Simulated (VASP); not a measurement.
Here is a VASP 6.6.1 calculation.

Contents of POSCAR:

```
Ta2Si
1.0
   -3.0930955077      3.0930955077      2.5323991333
    3.0930955077     -3.0930955077      2.5323991333
    3.0930955077      3.0930955077     -2.5323991333
Ta Si
4 2
Direct
    0.6636416899      0.8363583101      0.5000000000
    0.8363583101      0.3363583101      0.1727166202
    0.3363583101      0.1636416899      0.5000000000
    0.1636416899      0.6636416899      0.8272833798
    0.2500000000      0.2500000000      0.0000000000
    0.7500000000      0.7500000000      0.0000000000
```

The input INCAR.step1:

```
PREC     = Accurate       # precision mode
ENCUT    = 520            # plane-wave cutoff, eV
ISMEAR   = 0              # smearing method
SIGMA    = 0.1            # smearing width, eV
LREAL    = F              # projectors in reciprocal space
LASPH    = T              # aspherical terms in the spheres
NELM     = 100            # most SCF steps
NBANDS   = 35             # bands
GGA      = PE             # functional
ALGO     = Normal         # electronic algorithm
EDIFF    = 1E-4           # SCF threshold, eV
LWAVE    = T              # write WAVECAR
LCHARG   = F              # write CHGCAR
```

The input INCAR.step2:

```
PREC     = Accurate       # precision mode
ENCUT    = 520            # plane-wave cutoff, eV
EDIFF    = 1E-7           # SCF threshold, eV
ISMEAR   = 0              # smearing method
SIGMA    = 0.1            # smearing width, eV
LREAL    = F              # projectors in reciprocal space
LASPH    = T              # aspherical terms in the spheres
NELM     = 100            # most SCF steps
ALGO     = Normal         # electronic algorithm
ISIF     = 2              # what is computed and relaxed
LWAVE    = F              # write WAVECAR
LCHARG   = F              # write CHGCAR
METAGGA  = R2SCAN         # meta-GGA
LMIXTAU  = T            
NBANDS   = 35             # bands
ISTART   = 1
```

Contents of KPOINTS:

```
regular mesh
0
Gamma
  10 10 10
```

Potentials or basis: VASP PAW PBE potentials, release 64 (Ta_pv, Si).

Command:

```sh
$ cat potpaw_PBE.64/Ta_pv/POTCAR potpaw_PBE.64/Si/POTCAR > POTCAR
$ cp INCAR.step1 INCAR
$ mpirun -np 1 vasp_std > vasp.out
$ cp INCAR.step2 INCAR
$ mpirun -np 1 vasp_std > vasp.out
```

(1) Estimate the largest force.

(2) Predict the band gap on the k mesh.

(3) Estimate the pressure.

## Answers

(1) 0.006 eV/Å.

(2) zero (bands 26 and 27 overlap by 0.78 eV).

(3) -1.6 GPa.

Caveat: the PAW data sets were made with another functional, which shifts forces and pressure a little; spin-orbit coupling is left out, which moves the levels of the heavy elements.
